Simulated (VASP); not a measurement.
## AgRh: single point with PBE

The system is AgRh.

```xyz
2
Lattice="2.7776 0.0000 0.0000 -1.3888 2.4055 0.0000 0.0000 0.0000 4.8086" Properties=species:S:1:pos:R:3 pbc="T T T"
Ag    0.0000    0.0000    2.4043
Rh    1.3888    0.8018    0.0000
```

```
Program                : VASP 6.6.1
Task                   : single point
Functional             : PBE
Potentials or basis    : VASP PAW PBE potentials, release 64 (Ag, Rh_pv)
Cutoff                 : 500 eV
k mesh                 : 5 × 5 × 3
Occupations            : methfessel-paxton, width 0.1 eV
Spin                   : no spin polarisation
Dipole correction      : no
Further INCAR settings : ALGO = Normal; EDIFF = 1e-06; NBANDS = 20
```

- Pressure: -1.9 GPa
- Band gap on the k mesh: zero (band 13 reaches 9.26 eV, above the bottom of band 14 at 8.83 eV)

Stress tensor (GPa, compression positive):
```
-2.22  0.00  0.00
 0.00 -2.22  0.00
 0.00  0.00 -1.18
```

Levels at points of the mesh, in eV from the Fermi level:
```
           k point  band 9  band 10  band 11  band 12  band 13  band 14  band 15  band 16  band 17  band 18
(0.00, 0.00, 0.00)   -3.15    -3.15    -2.05    -2.05     0.04     0.04     0.05     5.22    16.40    17.06
```

It took 15 s on 1 thread of Intel Xeon 8259CL (shared host), peak memory 0.14 GiB.

Caveat: the k points lie up to 0.52 Å⁻¹ apart.
